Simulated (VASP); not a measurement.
PbF2, 12 atoms in the cell. Symmetry: Pnma, No. 62, orthorhombic system. Conventional cell: a = 6.270 Å, b = 3.791 Å, c = 7.525 Å, α = 90.00°, β = 90.00°, γ = 90.00°. Pb (site symmetry m) has 9 F at 2.41 to 2.94 Å within 3.2 Å. F (site symmetry m) has 4 Pb at 2.41 to 2.54 Å and 8 F at 2.76 to 3.14 Å within 3.2 Å. F (site symmetry m) has 5 Pb at 2.42 to 2.94 Å and 8 F at 2.89 to 3.14 Å within 3.2 Å. 

```yaml
Program: VASP 6.6.1
Task: single point
Functional: LDA
Potentials_or_basis: VASP PAW LDA potentials, release 64 (Pb_d, F)
Cutoff: 520 eV
k_mesh: 5 × 8 × 4
Occupations: gaussian, width 0.01 eV
Spin: no spin polarisation
Dipole_correction: no
Further_INCAR_settings: ALGO = Fast; EDIFF = 1e-06; NBANDS = 68
```

Potentials or basis: VASP PAW LDA potentials, release 64 (Pb_d, F).

Command:

```console
$ cat potpaw_LDA.64/Pb_d/POTCAR potpaw_LDA.64/F/POTCAR > POTCAR
$ mpirun -np 1 vasp_std > vasp.out
```

Hardware: 1 thread of Intel(R) Xeon(R) 6975P-C (Granite Rapids), with other jobs on the host.

Q: Estimate the wall time of this run.

A: Run time: 6.2 min on 1 thread of Intel(R) Xeon(R) 6975P-C (Granite Rapids), on a shared host, peak memory 0.47 GiB. Counts: scf iterations 16, k points 45.
